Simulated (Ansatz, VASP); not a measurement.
CuNi2: VASP beside Ansatz

Contents of INCAR:

```
SYSTEM = CuNi2
PREC = Accurate ; ENCUT = 520
EDIFF = 1E-6 ; ISMEAR = 0
SIGMA = 0.1 ; LREAL = .False.
LASPH = .True. ; NELM = 150
ALGO = Normal ; ISIF = 2
LWAVE = .False. ; LCHARG = .True.
ISPIN = 2 ; MAGMOM = 0 0 2 2 2 2
LORBIT = 11 ; LMAXMIX = 4
GGA = PE ; LELF = .True.
LVHAR = .True. ; NBANDS = 44
```

The input KPOINTS:

```
Automatic mesh
0
Gamma
  6 6 2
  0 0 0
```

POSCAR

```
CuNi2
1.0
    2.4976573600      0.0000000000      0.0000000000
   -1.2488286800      2.1630347200      0.0000000000
    0.0000000000      0.0000000000     12.1690112400
Cu Ni
2 4
Direct
    0.3333333300      0.6666666700      0.7500000000
    0.6666666700      0.3333333300      0.2500000000
    0.3333333300      0.6666666700      0.0833333300
    0.3333333300      0.6666666700      0.4166666700
    0.6666666700      0.3333333300      0.9166666700
    0.6666666700      0.3333333300      0.5833333300
```

Input for Ansatz:

```yaml
crystal:
  lattice:
    - [2.49765736, 0.0, 0.0]
    - [-1.24882868, 2.16303472, 0.0]
    - [0.0, 0.0, 12.16901124]
  atoms:
    - { symbol: Cu, position: [0.33333333, 0.66666667, 0.75] }
    - { symbol: Cu, position: [0.66666667, 0.33333333, 0.25] }
    - { symbol: Ni, position: [0.33333333, 0.66666667, 0.08333333], spin: 2.0 }
    - { symbol: Ni, position: [0.33333333, 0.66666667, 0.41666667], spin: 2.0 }
    - { symbol: Ni, position: [0.66666667, 0.33333333, 0.91666667], spin: 2.0 }
    - { symbol: Ni, position: [0.66666667, 0.33333333, 0.58333333], spin: 2.0 }
basis:
  ecutwfc: 420
kpoints:
  mp_grid: { grid: [6, 6, 2] }
hamiltonian:
  xc: pbe
scf:
  occupations: { method: gaussian, width: 0.1 }
  lower_state_search: "off"
output:
  forces: true
  stress: true
  eigenvalues: true
  populations: true
magnetization:
  spin_polarized: true
```

Alike in both runs: task single point; functional PBE; k mesh 6 × 6 × 2; occupations gaussian, width 0.1 eV; collinear spin.

```csv
,VASP,Ansatz
version,VASP 6.6.1,Ansatz 0.2.0
potentials or method,"VASP PAW PBE potentials, release 64 (Cu, Ni), cutoff 520 eV","scalar-relativistic, plane waves, PAW"
valence electrons in the cell,62,110
```

|  | VASP | Ansatz | Ansatz less VASP |
| --- | --- | --- | --- |
| gap on the k mesh at the Fermi level (eV) | none | none | - |
| pressure (GPa) | 4.6 | 4.5 | -0.14 |
| traceless stress, the component that is largest in VASP (GPa) | 3.75 | 3.80 | +0.054 |
| rms of the force components (eV/Å) | 0.201 | 0.200 | -0.0004 |
| net moment per atom (μB) | 0.34 | 0.34 | +0.005 |
| size of the moment on the site where the two differ most (μB) | 0.51 | 0.54 | +0.025 |

Site moments also hang on the region over which each program counts them. Atom by atom the forces differ by 0.000 eV/Å (rms over components). A gap of «none» marks a metal or a gap that the smearing closes. VASP's potentials hold 62 valence electrons a cell and Ansatz's 110, so a difference there can come from the potentials and not from the codes.

The k mesh is coarse, so the values compare programs but aren't converged.
